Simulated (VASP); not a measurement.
# Bi2Te3 (R3m) in VASP: notebook, part 2 of 2

VASP 6.6.1.

**3. Electric field gradients, PBE (volume scaled by 1.04)**

Input file INCAR:

```
PREC = Accurate
ENCUT = 520
EDIFF = 1E-8
ISMEAR = -1
SIGMA = 0.08
LREAL = F
LASPH = T
NELM = 100
ALGO = Normal
ISIF = 2
LWAVE = F
LCHARG = F
GGA = PE
LEFG = T
NBANDS = 32
```

Input file KPOINTS:

```
Automatic mesh
0
Gamma
  8 8 8
```

Input file POSCAR:

```
Bi2Te3
1.0
    2.2375638137      1.2918580701     10.0775622472
   -2.2375638137      1.2918580701     10.0775622472
    0.0000000000     -2.5837161404     10.0775622472
Bi Te
2 3
Direct
    0.8120000000      0.8120000000      0.8120000000
    0.4020000000      0.4020000000      0.4020000000
    0.6110000000      0.6110000000      0.6110000000
    0.2000000000      0.2000000000      0.2000000000
    0.0000000000      0.0000000000      0.0000000000
```

Potentials or basis: VASP PAW PBE potentials, release 64 (Bi_d, Te).

The run is started by

```console
$ cat potpaw_PBE.64/Bi_d/POTCAR potpaw_PBE.64/Te/POTCAR > POTCAR
$ mpirun -np 1 vasp_std > vasp.out
```

OUTCAR:

```text
PREC = Accurate
   ENCUT = 520
   EDIFF = 1E-8
   ISMEAR = -1
   LREAL = F
   LASPH = T
   NELM = 100
   ISIF = 2
   GGA = PE

 ion  position               nearest neighbor table
   1  0.812  0.812  0.812-   4 3.07   4 3.07   4 3.07   2 3.47   2 3.47   2 3.47
   2  0.402  0.402  0.402-   5 3.31   5 3.31   5 3.31   1 3.47   1 3.47   1 3.47
   3  0.611  0.611  0.611-   5 3.08   5 3.08   5 3.08   4 3.49   4 3.49   4 3.49
   4  0.200  0.200  0.200-   1 3.07   1 3.07   1 3.07   3 3.49   3 3.49   3 3.49
   5  0.000  0.000  0.000-   3 3.08   3 3.08   3 3.08   2 3.31   2 3.31   2 3.31

  LATTYP: Found a trigonal (rhomboedric) cell.
 ALAT       =    10.4035018114
 COS(alpha) =     0.9074829532

  Lattice vectors:

 A1 = (   2.2375638137,   1.2918580701,  10.0775622472)
 A2 = (  -2.2375638137,   1.2918580701,  10.0775622472)
 A3 = (   0.0000000000,  -2.5837161404,  10.0775622472)

Analysis of symmetry for initial positions (statically):
=====================================================================
 Subroutine PRICEL returns:
 Original cell was already a primitive cell.

 Routine SETGRP: Setting up the symmetry group for a
 trigonal (rhombohedral) supercell.

 Subroutine GETGRP returns: Found  6 space group operations
 (whereof  6 operations were pure point group operations)
 out of a pool of 12 trial point group operations.

The static configuration has the point symmetry C_3v.

Analysis of symmetry for dynamics (positions and initial velocities):
=====================================================================
 Subroutine PRICEL returns:
[... 1016 lines left out ...]
  --------------------------------------------------------------------------------------
  -------------------------------------------------------------------------------------
  Total        0.0500396      0.0500396     -0.9599436      0.0000000      0.0000000      0.0000000
  in kB        0.4586990      0.4586990     -8.7995266      0.0000000      0.0000000      0.0000000
  external PRESSURE =      -2.6273762 kB  Pullay stress =       0.0000000 kB

 VOLUME and BASIS-vectors are now :
 -----------------------------------------------------------------------------
  energy-cutoff  :      520.00
  volume of cell :      174.78
      direct lattice vectors                 reciprocal lattice vectors
     2.237563814  1.291858070 10.077562247     0.223457314  0.129013140  0.033076782
    -2.237563814  1.291858070 10.077562247    -0.223457314  0.129013140  0.033076782
     0.000000000 -2.583716140 10.077562247     0.000000000 -0.258026281  0.033076782

 POSITION                                       TOTAL-FORCE (eV/Angst)
 -----------------------------------------------------------------------------------
      0.00000     -0.00000     24.54894         0.000000      0.000000     -0.665116
      0.00000     -0.00000     12.15354         0.000000      0.000000     -0.458902
      0.00000     -0.00000     18.47217         0.000000      0.000000     -0.537388
      0.00000     -0.00000      6.04654         0.000000     -0.000000      0.574694
      0.00000      0.00000      0.00000         0.000000     -0.000000      1.086712
 -----------------------------------------------------------------------------------
    total drift:                               -0.000000     -0.000000      0.000664

  FREE ENERGIE OF THE ION-ELECTRON SYSTEM (eV)
  ---------------------------------------------------
  free  energy   TOTEN  =       -16.9484475994 eV

  energy  without entropy=      -16.9120369258  energy(sigma->0) =      -16.93024226

 Electric field gradients (V/A^2)
---------------------------------------------------------------------
 ion       V_xx      V_yy      V_zz      V_xy      V_xz      V_yz
---------------------------------------------------------------------
   1      28.763    28.763   -57.526     0.000    -0.000     0.000
   2       4.978     4.978    -9.956     0.000     0.000     0.000
   3      -4.061    -4.061     8.121    -0.000    -0.000     0.000
   4      -7.568    -7.568    15.135    -0.000    -0.000     0.000
   5     -12.095   -12.095    24.190     0.000    -0.000     0.000
---------------------------------------------------------------------

 Electric field gradients after diagonalization (V/A^2)
 (convention: |V_zz| > |V_xx| > |V_yy|)
----------------------------------------------------------------------
 ion       V_xx      V_yy      V_zz     asymmetry (V_yy - V_xx)/ V_zz
----------------------------------------------------------------------
   1      28.763    28.763   -57.526       0.000
   2       4.978     4.978    -9.956       0.000
   3      -4.061    -4.061     8.121       0.000
   4      -7.568    -7.568    15.135       0.000
   5     -12.095   -12.095    24.190       0.000
----------------------------------------------------------------------

           NMR quadrupolar parameters

 Cq : quadrupolar parameter    Cq=e*Q*V_zz/h
 eta: asymmetry parameters     (V_yy - V_xx)/ V_zz
 Q  : nuclear electric quadrupole moment in mb (millibarn)
----------------------------------------------------------------------
 ion       Cq(MHz)       eta       Q (mb)
----------------------------------------------------------------------
   1      -0.139       0.000       1.000
   2      -0.024       0.000       1.000
   3       0.020       0.000       1.000
   4       0.037       0.000       1.000
   5       0.058       0.000       1.000
----------------------------------------------------------------------
```

stdout:

```text
POSCAR found type information on POSCAR BiTe
 POSCAR found :  2 types and       5 ions
 scaLAPACK will be used
 LDA part: xc-table for (Slater+PW92), standard interpolation
 POSCAR, INCAR and KPOINTS ok, starting setup
 FFT: planning ... GRIDC
 FFT: planning ... GRID_SOFT
 FFT: planning ... GRID
 WAVECAR not read
 entering main loop
ion   1

ion   2

ion   3

ion   4

ion   5
```

It took 24 min on 1 thread of AMD EPYC 9R45 (Zen 5), shared host; peak memory 1.1 GiB.

What came out:

```
Free energy            : -16.9484 eV
Pressure               : -0.3 GPa
Largest force          : 1.087 eV/Å
Band gap on the k mesh : zero (band 24 reaches 6.01 eV, above the bottom of band 25 at 5.85 eV)
```

Forces in eV/Å, atoms in the order of the input:
```
Bi   0.000  0.000 -0.665
Bi   0.000  0.000 -0.459
Te   0.000  0.000 -0.537
Te   0.000  0.000  0.575
Te   0.000  0.000  1.087
```

Electric field gradients, principal values (V/Å²):
```csv
atom,least,middle,greatest (by size)
1 Bi,28.763,28.763,-57.526
2 Bi,4.978,4.978,-9.956
3 Te,-4.061,-4.061,8.121
4 Te,-7.568,-7.568,15.135
5 Te,-12.095,-12.095,24.190
```

Caveat: without QUAD_EFG the Cq values of the log hold for a quadrupole moment of 1 mb, not for the nuclei; spin-orbit coupling is left out, which moves the levels of the heavy elements; forces of over 1 eV/Å act on the atoms, so gaps and moduli don't describe the material at rest.
